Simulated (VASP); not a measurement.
Write the native input for VASP 6.6.1 that does the following.

| Quantity | Value |
| --- | --- |
| Task | single point |
| Functional | PBE |
| Potentials or basis | VASP PAW PBE potentials, release 64 (Ru_pv) |
| Cutoff | 520 eV |
| k mesh | 8 × 8 × 8 |
| Occupations | gaussian, width 0.05 eV |
| Spin | no spin polarisation |
| Dipole correction | no |
| Further INCAR settings | ALGO = Normal; EDIFF = 1e-07; NBANDS = 13 |

The structure of Ru lies in POSCAR:

```
Ru
1.0
    0.0000000000      1.8899002402      1.8899002402
    1.8899002402      0.0000000000      1.8899002402
    1.8899002402      1.8899002402      0.0000000000
Ru
1
Direct
    0.0000000000      0.0000000000      0.0000000000
```

These files were run (other wordings do the same):

INCAR

```
PREC     = Accurate       # precision mode
ENCUT    = 520            # plane-wave cutoff, eV
EDIFF    = 1E-7           # SCF threshold, eV
ISMEAR   = 0              # smearing method
SIGMA    = 0.05           # smearing width, eV
LREAL    = False          # projectors in reciprocal space
LASPH    = True           # aspherical terms in the spheres
NELM     = 80             # most SCF steps
ALGO     = Normal         # electronic algorithm
ISIF     = 2              # what is computed and relaxed
LWAVE    = False          # write WAVECAR
LCHARG   = False          # write CHGCAR
GGA      = PE             # functional
NBANDS   = 13             # bands
```

KPOINTS

```
Automatic mesh
0
Gamma
  8 8 8
```

Potentials or basis: VASP PAW PBE potentials, release 64 (Ru_pv).

Run with:

```console
$ cat potpaw_PBE.64/Ru_pv/POTCAR > POTCAR
$ mpirun -np 1 vasp_std > vasp.out
```

Results of the run:

```
Pressure               : 6.8 GPa
Band gap on the k mesh : zero (band 7 reaches 15.15 eV, above the bottom of band 8 at 11.98 eV)
```

Run time: 8.1 s on 1 thread of Intel Xeon 8259CL, on a shared host, peak memory 0.13 GiB.
